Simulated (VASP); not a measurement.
# Si2Mo in VASP: a series of runs

Si2Mo is run at these levels: PBEsol; tasks: electric field gradients.

Program: VASP 6.6.1. These are calculated values, not measurements. Logs are shortened: lines on timing, memory, paths and dates and some standing lists are left out, and cuts for length are marked.

## (1) The cell of the first run

Symmetry: C2/m, No. 12, monoclinic system. Conventional cell: a = 4.503 Å, b = 4.548 Å, c = 4.502 Å, α = 90.00°, β = 119.19°, γ = 90.00°. Si (site symmetry m) has 9 Si at 2.59 to 3.20 Å and 5 Mo at 2.59 to 2.63 Å within 3.4 Å. Mo (site symmetry 2/m) has 10 Si at 2.59 to 2.63 Å and 4 Mo at 3.20 Å within 3.4 Å.

## (2) Electric field gradients, PBEsol (equal xy, yz and zx shear strains of -1 %)

INCAR

```
SYSTEM = Si2Mo
PREC = Accurate
ENCUT = 520
EDIFF = 1E-8
ISMEAR = -1
SIGMA = 0.03
LREAL = .FALSE.
LASPH = .TRUE.
NELM = 60
ALGO = Normal
ISIF = 2
LWAVE = .FALSE.
LCHARG = .FALSE.
GGA = PS
LEFG = .TRUE.
NBANDS = 18
```

KPOINTS

```
regular mesh
0
G
  12 12 16
  0 0 0
```

POSCAR

```
Si2Mo
1.0
   -1.6276525000      1.5883475000      3.9305000000
    1.5883475000     -1.6276525000      3.9305000000
    1.6116525000      1.6116525000     -3.9465000000
Si Mo
2 1
Direct
    0.3330000000      0.3330000000      0.0000000000
    0.6670000000      0.6670000000      0.0000000000
    0.0000000000      0.0000000000      0.0000000000
```

Potentials or basis: VASP PAW PBE potentials, release 64 (Si, Mo_sv).

On the command line:

```
cat potpaw_PBE.64/Si/POTCAR potpaw_PBE.64/Mo_sv/POTCAR > POTCAR
mpirun -np 1 vasp_std > vasp.out
```

OUTCAR:

```text
SYSTEM = Si2Mo
   PREC = Accurate
   ENCUT = 520
   EDIFF = 1E-8
   ISMEAR = -1
   LREAL = .FALSE.
   LASPH = .TRUE.
   NELM = 60
   ISIF = 2
   GGA = PS

 ion  position               nearest neighbor table
   1  0.333  0.333  0.000-   2 2.59   3 2.59   3 2.62   2 2.62   2 2.62   2 2.62   3 2.62   2 2.63
                             3 2.63   3 2.63
   2  0.667  0.667  0.000-   1 2.59   3 2.59   3 2.62   1 2.62   1 2.62   1 2.62   3 2.62   1 2.63
                             3 2.63   3 2.63
   3  0.000  0.000  0.000-   2 2.59   1 2.59   2 2.62   1 2.62   2 2.62   1 2.62   2 2.63   1 2.63
                             1 2.63   2 2.63

  Warning from LATTYP: Got some problem with cell dimensions!
  Tried to take original basis but could not verify dimensions!
  LATTYP: Found a base centered monoclinic cell.
 ALAT       =     4.5029696868
 B/A-ratio  =     1.0100247465
 C/A-ratio  =     0.9997811926
 COS(beta)  =    -0.4877317927

  Lattice vectors:

 A1 = (  -3.2000000000,   0.0160000000,   0.0160000000)
 A2 = (   0.0160000000,  -3.2000000000,   0.0160000000)
 A3 = (   1.5723475000,   1.5723475000,   3.9145000000)

Analysis of symmetry for initial positions (statically):
=====================================================================
 Subroutine PRICEL returns:
 Original cell was already a primitive cell.

 Routine SETGRP: Setting up the symmetry group for a
 base centered monoclinic supercell.

 Subroutine GETGRP returns: Found  4 space group operations
 (whereof  4 operations were pure point group operations)
 out of a pool of  4 trial point group operations.

The static configuration has the point symmetry C_2h.

Analysis of symmetry for dynamics (positions and initial velocities):
=====================================================================
 Subroutine PRICEL returns:
 Original cell was already a primitive cell.

 Routine SETGRP: Setting up the symmetry group for a
 base centered monoclinic supercell.

 Subroutine GETGRP returns: Found  4 space group operations
 (whereof  4 operations were pure point group operations)
 out of a pool of  4 trial point group operations.

The dynamic configuration has the point symmetry C_2h.

 Subroutine INISYM returns: Found  4 space group operations
 (whereof  4 operations are pure point group operations),
 and found     1 'primitive' translations

----------------------------------------------------------------------------------------

                                     Primitive cell

  volume of cell :      40.2453

  direct lattice vectors                    reciprocal lattice vectors
    -1.627652500  1.588347500  3.930500000     0.002209710  0.313154984  0.128787102
     1.588347500 -1.627652500  3.930500000     0.313154984  0.002209710  0.128787102
     1.611652500  1.611652500 -3.946500000     0.314086135  0.314086135  0.003140861

  length of vectors
     4.541027493  4.541027493  4.557379709     0.338610461  0.338610461  0.444195976

  position of ions in fractional coordinates (direct lattice)
     0.333000000  0.333000000  0.000000000
     0.667000000  0.667000000  0.000000000
     0.000000000  0.000000000  0.000000000

  ion indices of the primitive-cell ions
   primitive index   ion index
                 1           1
                 2           2
                 3           3

----------------------------------------------------------------------------------------

 KPOINTS: regular mesh

Automatic generation of k-mesh.
 Grid dimensions read from file:
 generate k-points for:   12   12   16

 Generating k-lattice:

  Cartesian coordinates                     Fractional coordinates (reciprocal lattice)
     0.000184143  0.026096249  0.010732259     0.083333333  0.000000000 -0.000000000
     0.026096249  0.000184143  0.010732259     0.000000000  0.083333333 -0.000000000
     0.019630383  0.019630383  0.000196304     0.000000000  0.000000000  0.062500000

  Length of vectors
     0.028217538  0.028217538  0.027762249

  Shift w.r.t. Gamma in fractional coordinates (k-lattice)
     0.000000000  0.000000000  0.000000000

 Subroutine IBZKPT returns following result:
 ===========================================

 Found    632 irreducible k-points:

 Following reciprocal coordinates:
            Coordinates               Weight
  0.000000  0.000000  0.000000      1.000000
  0.083333  0.000000  0.000000      4.000000
  0.166667  0.000000  0.000000      4.000000
  0.250000  0.000000  0.000000      4.000000
  0.333333  0.000000  0.000000      4.000000
  0.416667 -0.000000  0.000000      4.000000
[... 16 lines left out ...]
  0.500000  0.166667  0.000000      4.000000
 -0.416667  0.166667  0.000000      4.000000
 [... further k-points ...]
   k-points           NKPTS =    632   k-points in BZ     NKDIM =    632   number of bands    NBANDS=     18
   number of dos      NEDOS =    301   number of ions     NIONS =      3
   total plane-waves  NPLWV =  46656
   dimension x,y,z NGX =    36 NGY =   36 NGZ =   36
   dimension x,y,z NGXF=    72 NGYF=   72 NGZF=   72
   ions per type =               2   1
   NGX,Y,Z   is equivalent  to a cutoff of  13.18, 13.18, 13.13 a.u.
   NGXF,Y,Z  is equivalent  to a cutoff of  26.36, 26.36, 26.26 a.u.
 SYSTEM =  Si2Mo
   PREC   = accura    normal or accurate (medium, high low for compatibility)
   ISTART =      0    job   : 0-new  1-cont  2-samecut
   ICHARG =      2    charge: 1-file 2-atom 10-const
   ISPIN  =      1    spin polarized calculation?
   LNONCOLLINEAR =      F non collinear calculations
   LSORBIT =      F    spin-orbit coupling
   LASPH  =      T    aspherical Exc in radial PAW
   ENCUT  =  520.0 eV  38.22 Ry    6.18 a.u.   8.44  8.44  8.47*2*pi/ulx,y,z
   NELM   =     60;   NELMIN=  2; NELMDL= -5     # of ELM steps
   EDIFF  = 0.1E-07   stopping-criterion for ELM
   LREAL  =      F    real-space projection
   EDIFFG = 0.1E-06   stopping-criterion for IOM
   NSW    =      0    number of steps for IOM
   IBRION =     -1    ionic relax: 0-MD 1-quasi-New 2-CG
   NFREE  =      0    steps in history (QN), initial steepest desc. (CG)
   ISIF   =      2    stress and relaxation
   ISYM   =      2    0-nonsym 1-usesym 2-fastsym
   POTIM  = 0.5000    time-step for ionic-motion
   TEBEG  =    0.0;   TEEND  =   0.0 temperature during run
   PSTRESS=    0.0 pullay stress
   NELECT =      22.0000    total number of electrons
   NUPDOWN=      -1.0000    fix difference up-down
   EMIN   =  10.00;   EMAX   =-10.00  energy-range for DOS
   EFERMI =   0.00;   METHOD = LEGACY
   ISMEAR =    -1;   SIGMA  =   0.03  broadening in eV -4-tet -1-fermi 0-gaus
   EFERMI_NEDOS =   21; number of points for ismear=-14 and -15
   IALGO  =     38    algorithm
   IMIX   =      4    mixing-type and parameters
     AMIX     =   0.40;   BMIX     =  1.00
     AMIX_MAG =   1.60;   BMIX_MAG =  1.00
  volume/ion in A,a.u.               =      13.42        90.53
  Fermi-wavevector in a.u.,A,eV,Ry     =   1.338579  2.529548 24.378837  1.791794
  Thomas-Fermi vector in A             =   2.467038
   LORBIT       =      0    0 simple, 1 ext, 2 COOP (PROOUT), +10 PAW based schemes
   GGA     = PS    functional components
   LHFCALC =     F    Hartree Fock is set to
   AEXX    =    0.0000 exact exchange contribution
   IVDW    =     0    specifies the selected vdW correction
   LEPSILON=     F    determine dielectric tensor
   LRPA    =     F    only Hartree local field effects (RPA)
 non-spin polarized calculation
  energy-cutoff  :      520.00
  volume of cell :       40.25
 maximum number of plane-waves:      1113
 NGX is ok and might be reduce to    36
   NGX = 17   NGY = 17   NGZ = 17

 number of electron      22.0000000 magnetization

 Free energy of the ion-electron system (eV)
  ---------------------------------------------------
  ext. energy  EPLUGINS =         0.00000000
  ---------------------------------------------------
  free energy    TOTEN  =       -25.06387533 eV

  energy without entropy =      -25.06304446  energy(sigma->0) =      -25.06345990

 E-fermi :  12.2144     XC(G=0): -12.5110

 val. band max:       12.2085867842   @ k =  -0.4167   0.5000   0.3125
 cond. band min:      12.2250129607   @ k =  -0.4167   0.4167   0.3750
 fundamental gap:      0.0164261765
 Fermi energy:        12.2143507458

 k-point     1 :       0.0000    0.0000    0.0000
  band No.  band energies     occupation
      1     -48.4513      2.00000
      2     -22.6473      2.00000
      3     -22.5465      2.00000
      4     -22.5440      2.00000
      5      -1.2699      2.00000
      6       5.8330      2.00000
[... 10 lines left out ...]
     17      17.2184      0.00000
     18      17.2417      0.00000

 k-point     2 :       0.0833    0.0000    0.0000
  band No.  band energies     occupation
      1     -48.4500      2.00000
      2     -22.6460      2.00000
      3     -22.5630      2.00000
      4     -22.5436      2.00000
      5      -1.1428      2.00000
      6       5.8359      2.00000
[... 10 lines left out ...]
     17      17.3697      0.00000
     18      17.9720      0.00000

 k-point     3 :       0.1667    0.0000    0.0000
  band No.  band energies     occupation
      1     -48.4466      2.00000
      2     -22.6424      2.00000
      3     -22.6109      2.00000
      4     -22.5392      2.00000
      5      -0.7682      2.00000
      6       5.7795      2.00000
[... 10 lines left out ...]
     17      18.1112      0.00000
     18      19.4179      0.00000

 k-point     4 :       0.2500    0.0000    0.0000
  band No.  band energies     occupation
      1     -48.4420      2.00000
      2     -22.6757      2.00000
      3     -22.6376      2.00000
      4     -22.5331      2.00000
      5      -0.1658      2.00000
      6       5.4302      2.00000
[... 375 lines left out ...]
      4     -22.5845      2.00000
      5       2.1870      2.00000
      6       3.6442      2.00000
[... 10 lines left out ...]
     17      19.5518      0.00000
     18      21.0183      0.00000

 k-point    23 :       0.5000    0.1667    0.0000
  band No.  band energies     occupation
      1     -48.4281      2.00000
      2     -22.7933      2.00000
      3     -22.6206      2.00000
      4     -22.5824      2.00000
      5       2.6455      2.00000
      6       3.1765      2.00000
[... 10 lines left out ...]
     17      19.6899      0.00000
     18      21.0091      0.00000

 k-point    24 :      -0.4167    0.1667    0.0000
  band No.  band energies     occupation
      1     -48.4294      2.00000
      2     -22.7765      2.00000
      3     -22.6207      2.00000
      4     -22.5840      2.00000
      5       1.6592      2.00000
      6       4.2057      2.00000
[... 10 lines left out ...]
     17      19.5118      0.00000
     18      20.4482      0.00000

 [... further k-points ...]
[... 5 lines left out ...]
  --------------------------------------------------------------------------------------
  -------------------------------------------------------------------------------------
  Total       -0.4682991     -0.4682991     -0.7999071      0.5019059      0.5170444      0.5170444
  in kB      -18.6431283    -18.6431283    -31.8445471     19.9810260     20.5836941     20.5836939
  external PRESSURE =     -23.0436012 kB  Pullay stress =       0.0000000 kB

 VOLUME and BASIS-vectors are now :
 -----------------------------------------------------------------------------
  energy-cutoff  :      520.00
  volume of cell :       40.25
      direct lattice vectors                 reciprocal lattice vectors
    -1.627652500  1.588347500  3.930500000     0.002209710  0.313154984  0.128787102
     1.588347500 -1.627652500  3.930500000     0.313154984  0.002209710  0.128787102
     1.611652500  1.611652500 -3.946500000     0.314086135  0.314086135  0.003140861

 POSITION                                       TOTAL-FORCE (eV/Angst)
 -----------------------------------------------------------------------------------
     -0.01309     -0.01309      2.61771        -0.010878     -0.010878      0.326025
     -0.02622     -0.02622      5.24329         0.010878      0.010878     -0.326025
      0.00000      0.00000      0.00000         0.000000      0.000000      0.000000
 -----------------------------------------------------------------------------------
    total drift:                                0.000000      0.000000     -0.000000

  FREE ENERGIE OF THE ION-ELECTRON SYSTEM (eV)
  ---------------------------------------------------
  free  energy   TOTEN  =       -25.0638753317 eV

  energy  without entropy=      -25.0630444595  energy(sigma->0) =      -25.06345990

 Electric field gradients (V/A^2)
---------------------------------------------------------------------
 ion       V_xx      V_yy      V_zz      V_xy      V_xz      V_yz
---------------------------------------------------------------------
   1       5.921     5.921   -11.842    -2.251    -1.758    -1.758
   2       5.921     5.921   -11.842    -2.251    -1.758    -1.758
   3      29.225    29.225   -58.451    -7.161    -6.557    -6.557
---------------------------------------------------------------------

 Electric field gradients after diagonalization (V/A^2)
 (convention: |V_zz| > |V_xx| > |V_yy|)
----------------------------------------------------------------------
 ion       V_xx      V_yy      V_zz     asymmetry (V_yy - V_xx)/ V_zz
----------------------------------------------------------------------
   1       8.171     4.059   -12.230       0.336
   2       8.171     4.059   -12.230       0.336
   3      36.386    23.119   -59.505       0.223
----------------------------------------------------------------------

           NMR quadrupolar parameters

 Cq : quadrupolar parameter    Cq=e*Q*V_zz/h
 eta: asymmetry parameters     (V_yy - V_xx)/ V_zz
 Q  : nuclear electric quadrupole moment in mb (millibarn)
----------------------------------------------------------------------
 ion       Cq(MHz)       eta       Q (mb)
----------------------------------------------------------------------
   1      -0.030       0.336       1.000
   2      -0.030       0.336       1.000
   3      -0.144       0.223       1.000
----------------------------------------------------------------------
```

Run time: 12 min. Hardware: 1 thread of Intel Xeon Platinum 8259CL at 2.50GHz (Skylake/Cascade Lake), shared host; peak memory 0.54 GiB.

Results:

* Free energy: -25.0639 eV
* Pressure: -2.3 GPa
* Largest force: 0.326 eV/Å
* Band gap on the k mesh: zero (bands 11 and 12 overlap by 0.96 eV)
* Largest electric field gradient by atom: Si -12.2; Mo -59.5 V/Å²

Forces in eV/Å, atoms in the order of the input:
```
Si  -0.011 -0.011  0.326
Si   0.011  0.011 -0.326
Mo   0.000  0.000  0.000
```

Electric field gradients, principal values (V/Å²):
```tsv
atom	least	middle	greatest (by size)
1 Si	4.059	8.171	-12.230
2 Si	4.059	8.171	-12.230
3 Mo	23.119	36.386	-59.505
```

Caveat: the cell differs from its parent crystal (equal xy, yz and zx shear strains of -1 %); without QUAD_EFG the Cq values of the log hold for a quadrupole moment of 1 mb, not for the nuclei; the PAW data sets were made with another functional, which shifts forces and pressure a little.

## (3) Electric field gradients, PBEsol (equal xx and yy strain of +2 %)

INCAR

```
SYSTEM = Si2Mo
PREC = Accurate
ENCUT = 520
EDIFF = 1E-8
ISMEAR = -1
SIGMA = 0.03
LREAL = .False.
LASPH = .True.
NELM = 80
ALGO = Normal
ISIF = 2
LWAVE = .False.
LCHARG = .False.
GGA = PS
LEFG = .True.
ISYM = 0
NBANDS = 18
```

KPOINTS

```
Automatic mesh
0
Gamma
  12 12 16
  0 0 0
```

POSCAR

```
Si2Mo
1.0
   -1.6320000000      1.6320000000      3.9305000000
    1.6320000000     -1.6320000000      3.9305000000
    1.6320000000      1.6320000000     -3.9305000000
Si Mo
2 1
Direct
    0.3330000000      0.3330000000      0.0000000000
    0.6670000000      0.6670000000      0.0000000000
    0.0000000000      0.0000000000      0.0000000000
```

Potentials or basis: VASP PAW PBE potentials, release 64 (Si, Mo_sv).

On the command line:

```
cat potpaw_PBE.64/Si/POTCAR potpaw_PBE.64/Mo_sv/POTCAR > POTCAR
mpirun -np 1 vasp_std > vasp.out
```

OUTCAR:

```text
SYSTEM = Si2Mo
   PREC = Accurate
   ENCUT = 520
   EDIFF = 1E-8
   ISMEAR = -1
   LREAL = .False.
   LASPH = .True.
   NELM = 80
   ISIF = 2
   GGA = PS
   ISYM = 0

 ion  position               nearest neighbor table
   1  0.333  0.333  0.000-   3 2.62   2 2.63   2 2.65   2 2.65   2 2.65   2 2.65   3 2.66   3 2.66
                             3 2.66   3 2.66
   2  0.667  0.667  0.000-   3 2.62   1 2.63   1 2.65   1 2.65   1 2.65   1 2.65   3 2.66   3 2.66
                             3 2.66   3 2.66
   3  0.000  0.000  0.000-   1 2.62   2 2.62   2 2.66   1 2.66   2 2.66   1 2.66   2 2.66   1 2.66
                             1 2.66   2 2.66

[... 715 lines left out ...]
 Electric field gradients (V/A^2)
---------------------------------------------------------------------
 ion       V_xx      V_yy      V_zz      V_xy      V_xz      V_yz
---------------------------------------------------------------------
   1       7.138     7.138   -14.275    -0.091     0.001     0.001
   2       7.138     7.138   -14.275    -0.091     0.001     0.001
   3      37.775    37.775   -75.550    -0.336    -0.068    -0.068
---------------------------------------------------------------------

 Electric field gradients after diagonalization (V/A^2)
 (convention: |V_zz| > |V_xx| > |V_yy|)
----------------------------------------------------------------------
 ion       V_xx      V_yy      V_zz     asymmetry (V_yy - V_xx)/ V_zz
----------------------------------------------------------------------
   1       7.229     7.046   -14.275       0.013
   2       7.229     7.046   -14.275       0.013
   3      38.111    37.440   -75.550       0.009
----------------------------------------------------------------------

           NMR quadrupolar parameters

 Cq : quadrupolar parameter    Cq=e*Q*V_zz/h
 eta: asymmetry parameters     (V_yy - V_xx)/ V_zz
 Q  : nuclear electric quadrupole moment in mb (millibarn)
----------------------------------------------------------------------
 ion       Cq(MHz)       eta       Q (mb)
----------------------------------------------------------------------
   1      -0.035       0.013       1.000
   2      -0.035       0.013       1.000
   3      -0.183       0.009       1.000
----------------------------------------------------------------------
```

stdout:

```text
POSCAR found type information on POSCAR SiMo
 POSCAR found :  2 types and       3 ions
 scaLAPACK will be used
 -----------------------------------------------------------------------------
[... 33 lines left out ...]
ion   1

     0.0000353     0.0844379    -0.0014467    11.5164167    -0.0014465    -0.0000004
     0.0000487     0.0844378    -0.0014467    11.5164048    -0.0014465    -0.0000004
     0.0000670     0.0844377    -0.0014467    11.5163848    -0.0014465    -0.0000004
     0.0000923     0.0844374    -0.0014467    11.5163517    -0.0014465    -0.0000004
[... 9 lines left out ...]
     0.0000532     0.3105588     0.0636642    60.5419033     0.0636640     0.0000027
     0.0000733     0.3105541     0.0636650    60.5403661     0.0636649     0.0000027
     0.0001009     0.3105468     0.0636664    60.5379589     0.0636663     0.0000027
     0.0001390     0.3105353     0.0636687    60.5342119     0.0636686     0.0000027
```

It took 30 min on 1 thread of Oxide Virtual Turin-like, shared host; peak memory 0.83 GiB.

What came out:

```
Free energy                             : -25.0029 eV
Pressure                                : -9.7 GPa
Largest force                           : 0.371 eV/Å
Band gap on the k mesh                  : zero (bands 11 and 12 overlap by 0.93 eV)
Largest electric field gradient by atom : Si -14.3; Mo -75.5 V/Å²
```

Forces in eV/Å, atoms in the order of the input:
```
Si   0.001  0.001  0.371
Si  -0.001 -0.001 -0.371
Mo   0.000  0.000  0.000
```

Stress tensor (GPa, compression positive):
```
-11.28  -0.01  -0.01
 -0.01 -11.28  -0.01
 -0.01  -0.01  -6.43
```

Electric field gradients, principal values (V/Å²):
```
atom   least  middle  greatest (by size)
1 Si   7.046   7.229             -14.275
2 Si   7.046   7.229             -14.275
3 Mo  37.440  38.111             -75.550
```

Caveat: the cell differs from its parent crystal (equal xx and yy strain of +2 %); the cell stands under tension; without QUAD_EFG the Cq values of the log hold for a quadrupole moment of 1 mb, not for the nuclei; the PAW data sets were made with another functional, which shifts forces and pressure a little.

(Continued in part 2 of 2.)
